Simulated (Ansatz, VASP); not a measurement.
# Two plane-wave programs on Re

```
Re
1.0
     4.34041    0.00000    0.00000
    -2.17020    3.75890    0.00000
     0.00000    0.00000    2.71795
Re
3
Direct
  0.00000 0.00000 0.00000
  0.33333 0.66667 0.50000
  0.66667 0.33333 0.50000
```

Alike in both runs: functional PBEsol; k mesh 12 × 12 × 16; occupations gaussian, width 0.1 eV; no spin polarisation.

Ansatz relaxed the structure, and its values are those at the end. VASP's run is a single point on that final structure, the one shown.

|  | VASP | Ansatz |
| --- | --- | --- |
| version | VASP 6.6.1 | Ansatz 0.2.0 |
| potentials or method | VASP PAW PBE potentials, release 64 (Re_sv_GW), cutoff 560 eV | scalar-relativistic, plane waves, PAW |
| valence electrons in the cell | 45 | 45 |

Ansatz gave:

```
gap on the k mesh at the Fermi level (eV) : none
pressure (GPa)                            : 0.0
```

Problem. Estimate VASP's values.

Solution. gap on the k mesh at the Fermi level (eV): none; pressure (GPa): -1.8.

VASP's potentials were made for PBE, not for PBEsol. A gap of «none» marks a metal or a gap that the smearing closes. With one functional, cell and mesh, what is left measures potentials, basis and numerics.

Neither program's run includes spin-orbit coupling.
